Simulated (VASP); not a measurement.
# SnTe5 (R32) in VASP: further runs

Runs on SnTe5. Level: PBE. Tasks: single point, relaxation of cell and atoms.

Everything below comes from runs of VASP 6.6.1. Logs are shortened: lines on timing, memory, paths and dates and some standing lists are left out, and cuts for length are marked.

## Step 1: The cell of the first run

Symmetry: R32, No. 155, trigonal system. The conventional cell has a = 7.245 Å, b = 7.245 Å, c = 12.844 Å, α = 90.00°, β = 90.00°, γ = 120.00°. Within 4.2 Å of Sn (site symmetry 32) lie 14 Te at 3.19 to 4.19 Å. Te (site symmetry 2) has 8 Te at 3.13 to 4.10 Å and 2 Sn at 3.19 Å within 4.1 Å. Within 4.1 Å of Te (site symmetry 3) lie 6 Te at 3.13 to 3.36 Å.

## Step 2: Single point, PBE

INCAR reads:

```
PREC     = Accurate       # precision mode
ENCUT    = 520            # plane-wave cutoff, eV
EDIFF    = 1E-6           # SCF threshold, eV
ISMEAR   = 0              # smearing method
SIGMA    = 0.1            # smearing width, eV
LREAL    = False          # projectors in reciprocal space
LASPH    = True           # aspherical terms in the spheres
NELM     = 100            # most SCF steps
ALGO     = Normal         # electronic algorithm
ISIF     = 2              # what is computed and relaxed
LWAVE    = False          # write WAVECAR
LCHARG   = False          # write CHGCAR
GGA      = PE             # functional
NBANDS   = 31             # bands
```

KPOINTS reads:

```
regular mesh
0
Gamma
  6 6 6
```

POSCAR reads:

```
SnTe5
1.0
    3.6224840970      2.0914421685      4.2812877420
   -3.6224840970      2.0914421685      4.2812877420
    0.0000000000     -4.1828843371      4.2812877420
Sn Te
1 5
Direct
    0.5000000000      0.5000000000      0.5000000000
    0.3469903764      0.0000000000      0.6530096236
    0.8261411748      0.8261411748      0.8261411748
    0.0000000000      0.6530096236      0.3469903764
    0.6530096236      0.3469903764      0.0000000000
    0.1738588252      0.1738588252      0.1738588252
```

Potentials or basis: VASP PAW PBE potentials, release 64 (Sn_d, Te).

The run is started by

```
> cat potpaw_PBE.64/Sn_d/POTCAR potpaw_PBE.64/Te/POTCAR > POTCAR
> mpirun -np 1 vasp_std > vasp.out
```

OUTCAR:

```text
PREC = Accurate
   ENCUT = 520
   EDIFF = 1E-6
   ISMEAR = 0
   LREAL = False
   LASPH = True
   NELM = 100
   ISIF = 2
   GGA = PE

 ion  position               nearest neighbor table
   1  0.500  0.500  0.500-   4 3.19   2 3.19   2 3.19   4 3.19   5 3.19   5 3.19
   2  0.347  0.000  0.653-   3 3.13   6 3.13   1 3.19   1 3.19   3 3.36   6 3.36
   3  0.826  0.826  0.826-   5 3.13   2 3.13   4 3.13   2 3.36   5 3.36   4 3.36
   4  0.000  0.653  0.347-   6 3.13   3 3.13   1 3.19   1 3.19   6 3.36   3 3.36
   5  0.653  0.347  0.000-   3 3.13   6 3.13   1 3.19   1 3.19   6 3.36   3 3.36
   6  0.174  0.174  0.174-   5 3.13   4 3.13   2 3.13   4 3.36   5 3.36   2 3.36

  LATTYP: Found a trigonal (rhomboedric) cell.
 ALAT       =     5.9854779347
 COS(alpha) =     0.2674364555

  Lattice vectors:

 A1 = (   3.6224840970,   2.0914421685,   4.2812877420)
 A2 = (  -3.6224840970,   2.0914421685,   4.2812877420)
 A3 = (   0.0000000000,  -4.1828843371,   4.2812877420)

Analysis of symmetry for initial positions (statically):
=====================================================================
 Subroutine PRICEL returns:
 Original cell was already a primitive cell.

 Routine SETGRP: Setting up the symmetry group for a
 trigonal (rhombohedral) supercell.

 Subroutine GETGRP returns: Found  6 space group operations
 (whereof  6 operations were pure point group operations)
 out of a pool of 12 trial point group operations.

The static configuration has the point symmetry D_3 .

Analysis of symmetry for dynamics (positions and initial velocities):
=====================================================================
 Subroutine PRICEL returns:
 Original cell was already a primitive cell.

 Routine SETGRP: Setting up the symmetry group for a
 trigonal (rhombohedral) supercell.

 Subroutine GETGRP returns: Found  6 space group operations
 (whereof  6 operations were pure point group operations)
 out of a pool of 12 trial point group operations.

The dynamic configuration has the point symmetry D_3 .

 Subroutine INISYM returns: Found  6 space group operations
 (whereof  6 operations are pure point group operations),
 and found     1 'primitive' translations

----------------------------------------------------------------------------------------

                                     Primitive cell

  volume of cell :     194.6158

  direct lattice vectors                    reciprocal lattice vectors
     3.622484097  2.091442168  4.281287742     0.138026831  0.079689828  0.077858194
    -3.622484097  2.091442168  4.281287742    -0.138026831  0.079689828  0.077858194
     0.000000000 -4.182884337  4.281287742     0.000000000 -0.159379656  0.077858194

  length of vectors
     5.985477935  5.985477935  5.985477935     0.177380307  0.177380307  0.177380307

  position of ions in fractional coordinates (direct lattice)
     0.500000000  0.500000000  0.500000000
     0.346990376  1.000000000  0.653009624
     0.826141175  0.826141175  0.826141175
     1.000000000  0.653009624  0.346990376
     0.653009624  0.346990376  0.000000000
     0.173858825  0.173858825  0.173858825

  ion indices of the primitive-cell ions
   primitive index   ion index
                 1           1
                 2           2
                 3           3
                 4           4
                 5           5
                 6           6

----------------------------------------------------------------------------------------

 KPOINTS: regular mesh

Automatic generation of k-mesh.
 Grid dimensions read from file:
 generate k-points for:    6    6    6

 Generating k-lattice:

  Cartesian coordinates                     Fractional coordinates (reciprocal lattice)
     0.023004472  0.013281638  0.012976366     0.166666667  0.000000000  0.000000000
    -0.023004472  0.013281638  0.012976366     0.000000000  0.166666667  0.000000000
     0.000000000 -0.026563276  0.012976366     0.000000000  0.000000000  0.166666667

  Length of vectors
     0.029563384  0.029563384  0.029563384

  Shift w.r.t. Gamma in fractional coordinates (k-lattice)
     0.000000000  0.000000000  0.000000000

 Subroutine IBZKPT returns following result:
 ===========================================

 Found     32 irreducible k-points:

 Following reciprocal coordinates:
            Coordinates               Weight
  0.000000  0.000000  0.000000      1.000000
  0.166667  0.000000  0.000000      6.000000
  0.333333 -0.000000  0.000000      6.000000
  0.500000  0.000000  0.000000      3.000000
  0.166667  0.166667  0.000000      6.000000
  0.333333  0.166667  0.000000     12.000000
[... 16 lines left out ...]
  0.500000  0.500000  0.166667      6.000000
 -0.333333  0.500000  0.166667     12.000000
 [... further k-points ...]
   k-points           NKPTS =     32   k-points in BZ     NKDIM =     32   number of bands    NBANDS=     31
   number of dos      NEDOS =    301   number of ions     NIONS =      6
   total plane-waves  NPLWV = 110592
   dimension x,y,z NGX =    48 NGY =   48 NGZ =   48
   dimension x,y,z NGXF=    96 NGYF=   96 NGZF=   96
   ions per type =               1   5
   NGX,Y,Z   is equivalent  to a cutoff of  13.33, 13.33, 13.33 a.u.
   NGXF,Y,Z  is equivalent  to a cutoff of  26.66, 26.66, 26.66 a.u.
 SYSTEM =  unknown system
   PREC   = accura    normal or accurate (medium, high low for compatibility)
   ISTART =      0    job   : 0-new  1-cont  2-samecut
   ICHARG =      2    charge: 1-file 2-atom 10-const
   ISPIN  =      1    spin polarized calculation?
   LNONCOLLINEAR =      F non collinear calculations
   LSORBIT =      F    spin-orbit coupling
   LASPH  =      T    aspherical Exc in radial PAW
   ENCUT  =  520.0 eV  38.22 Ry    6.18 a.u.  11.13 11.13 11.13*2*pi/ulx,y,z
   NELM   =    100;   NELMIN=  2; NELMDL= -5     # of ELM steps
   EDIFF  = 0.1E-05   stopping-criterion for ELM
   LREAL  =      F    real-space projection
   EDIFFG = 0.1E-04   stopping-criterion for IOM
   NSW    =      0    number of steps for IOM
   IBRION =     -1    ionic relax: 0-MD 1-quasi-New 2-CG
   NFREE  =      0    steps in history (QN), initial steepest desc. (CG)
   ISIF   =      2    stress and relaxation
   ISYM   =      2    0-nonsym 1-usesym 2-fastsym
   POTIM  = 0.5000    time-step for ionic-motion
   TEBEG  =    0.0;   TEEND  =   0.0 temperature during run
   PSTRESS=    0.0 pullay stress
   NELECT =      44.0000    total number of electrons
   NUPDOWN=      -1.0000    fix difference up-down
   EMIN   =  10.00;   EMAX   =-10.00  energy-range for DOS
   EFERMI =   0.00;   METHOD = LEGACY
   ISMEAR =     0;   SIGMA  =   0.10  broadening in eV -4-tet -1-fermi 0-gaus
   EFERMI_NEDOS =   21; number of points for ismear=-14 and -15
   IALGO  =     38    algorithm
   IMIX   =      4    mixing-type and parameters
     AMIX     =   0.40;   BMIX     =  1.00
     AMIX_MAG =   1.60;   BMIX_MAG =  1.00
  volume/ion in A,a.u.               =      32.44       218.89
  Fermi-wavevector in a.u.,A,eV,Ry     =   0.997317  1.884655 13.532904  0.994640
  Thomas-Fermi vector in A             =   2.129465
   LORBIT       =      0    0 simple, 1 ext, 2 COOP (PROOUT), +10 PAW based schemes
   GGA     = PE    functional components
   LHFCALC =     F    Hartree Fock is set to
   AEXX    =    0.0000 exact exchange contribution
   IVDW    =     0    specifies the selected vdW correction
   LEPSILON=     F    determine dielectric tensor
   LRPA    =     F    only Hartree local field effects (RPA)
 non-spin polarized calculation
 Gauss-broadening in eV      SIGMA  =   0.10
  energy-cutoff  :      520.00
  volume of cell :      194.62
 maximum number of plane-waves:      5275
 NGX is ok and might be reduce to    48
   NGX = 23   NGY = 23   NGZ = 23

 number of electron      44.0000000 magnetization

 Free energy of the ion-electron system (eV)
  ---------------------------------------------------
  ext. energy  EPLUGINS =         0.00000000
  ---------------------------------------------------
  free energy    TOTEN  =       -19.06162421 eV

  energy without entropy =      -19.04485027  energy(sigma->0) =      -19.05323724

 E-fermi :   6.3625     XC(G=0):  -9.3503

 val. band max:        6.3532814975   @ k =   0.1667   0.1667   0.0000
 cond. band min:       6.3678858120   @ k =  -0.3333  -0.3333   0.1667
 fundamental gap:      0.0146043144
 Fermi energy:         6.3624701806

 k-point     1 :       0.0000    0.0000    0.0000
  band No.  band energies     occupation
      1     -15.3621      2.00000
      2     -15.3621      2.00000
      3     -15.3493      2.00000
      4     -15.3493      2.00000
      5     -15.3379      2.00000
      6      -6.8782      2.00000
[... 23 lines left out ...]
     30      11.2482      0.00000
     31      12.0874      0.00000

 k-point     2 :       0.1667    0.0000    0.0000
  band No.  band energies     occupation
      1     -15.3621      2.00000
      2     -15.3620      2.00000
      3     -15.3494      2.00000
      4     -15.3491      2.00000
      5     -15.3379      2.00000
      6      -6.7797      2.00000
[... 23 lines left out ...]
     30      10.9004      0.00000
     31      12.4216      0.00000

 k-point     3 :       0.3333   -0.0000    0.0000
  band No.  band energies     occupation
      1     -15.3621      2.00000
      2     -15.3620      2.00000
      3     -15.3494      2.00000
      4     -15.3487      2.00000
      5     -15.3379      2.00000
      6      -6.4936      2.00000
[... 23 lines left out ...]
     30      10.9932      0.00000
     31      12.2685      0.00000

 k-point     4 :       0.5000    0.0000    0.0000
  band No.  band energies     occupation
      1     -15.3621      2.00000
      2     -15.3619      2.00000
      3     -15.3494      2.00000
      4     -15.3485      2.00000
      5     -15.3379      2.00000
      6      -6.1115      2.00000
[... 23 lines left out ...]
     30      11.4579      0.00000
     31      11.7659      0.00000

 k-point     5 :       0.1667    0.1667    0.0000
  band No.  band energies     occupation
      1     -15.3622      2.00000
      2     -15.3620      2.00000
      3     -15.3494      2.00000
      4     -15.3489      2.00000
      5     -15.3379      2.00000
      6      -6.7187      2.00000
[... 23 lines left out ...]
     30      10.7938      0.00000
     31      12.0102      0.00000
[... 542 lines left out ...]
     30      10.7850      0.00000
     31      11.8144      0.00000

 k-point    22 :      -0.1667    0.3333    0.1667
  band No.  band energies     occupation
      1     -15.3621      2.00000
      2     -15.3619      2.00000
      3     -15.3491      2.00000
      4     -15.3486      2.00000
      5     -15.3379      2.00000
      6      -6.2843      2.00000
[... 23 lines left out ...]
     30      11.1768      0.00000
     31      11.3603      0.00000

 k-point    23 :       0.5000    0.5000    0.1667
  band No.  band energies     occupation
      1     -15.3621      2.00000
      2     -15.3619      2.00000
      3     -15.3488      2.00000
      4     -15.3480      2.00000
      5     -15.3380      2.00000
      6      -5.8031      2.00000
[... 23 lines left out ...]
     30      10.1864      0.00000
     31      11.9538      0.00000

 k-point    24 :      -0.3333    0.5000    0.1667
  band No.  band energies     occupation
      1     -15.3621      2.00000
      2     -15.3619      2.00000
      3     -15.3489      2.00000
      4     -15.3482      2.00000
      5     -15.3379      2.00000
      6      -5.7961      2.00000
[... 23 lines left out ...]
     30      10.3812      0.00000
     31      11.6874      0.00000

 [... further k-points ...]
[... 5 lines left out ...]
  --------------------------------------------------------------------------------------
  -------------------------------------------------------------------------------------
  Total       -0.0805671     -0.0805671     -0.0709390      0.0000000      0.0000000     -0.0000000
  in kB       -0.6632700     -0.6632700     -0.5840067      0.0000000      0.0000000     -0.0000000
  external PRESSURE =      -0.6368489 kB  Pullay stress =       0.0000000 kB

 VOLUME and BASIS-vectors are now :
 -----------------------------------------------------------------------------
  energy-cutoff  :      520.00
  volume of cell :      194.62
      direct lattice vectors                 reciprocal lattice vectors
     3.622484097  2.091442168  4.281287742     0.138026831  0.079689828  0.077858194
    -3.622484097  2.091442168  4.281287742    -0.138026831  0.079689828  0.077858194
     0.000000000 -4.182884337  4.281287742     0.000000000 -0.159379656  0.077858194

 POSITION                                       TOTAL-FORCE (eV/Angst)
 -----------------------------------------------------------------------------------
      0.00000     -0.00000      6.42193        -0.000000      0.000000      0.000000
      1.25697     -2.00575      4.28129        -0.003319     -0.005748      0.000000
      0.00000     -0.00000     10.61084        -0.000000     -0.000000      0.000235
     -2.36552     -0.08569      4.28129        -0.003319      0.005748      0.000000
      1.10855      2.09144      4.28129         0.006638      0.000000     -0.000000
      0.00000     -0.00000      2.23302        -0.000000      0.000000     -0.000235
 -----------------------------------------------------------------------------------
    total drift:                               -0.000000      0.000000     -0.000000

  FREE ENERGIE OF THE ION-ELECTRON SYSTEM (eV)
  ---------------------------------------------------
  free  energy   TOTEN  =       -19.0616242143 eV

  energy  without entropy=      -19.0448502736  energy(sigma->0) =      -19.05323724
```

It took 2.1 min on 1 thread of AMD EPYC 7R13 (Zen 3), shared host; peak memory 0.38 GiB.

Results:

```yaml
Free_energy: -19.0616 eV
Pressure: -0.1 GPa
Largest_force: 0.007 eV/Å
Band_gap_on_the_k_mesh: zero (band 22 reaches 6.56 eV, above the bottom of band 23 at 6.07 eV)
```

Forces in eV/Å, atoms in the order of the input:
```
Sn   0.000  0.000  0.000
Te  -0.003 -0.006  0.000
Te   0.000  0.000  0.000
Te  -0.003  0.006  0.000
Te   0.007  0.000  0.000
Te   0.000  0.000  0.000
```

Caveat: spin-orbit coupling is left out, which moves the levels of the heavy elements.

(Part 1 of 2 ends here.)
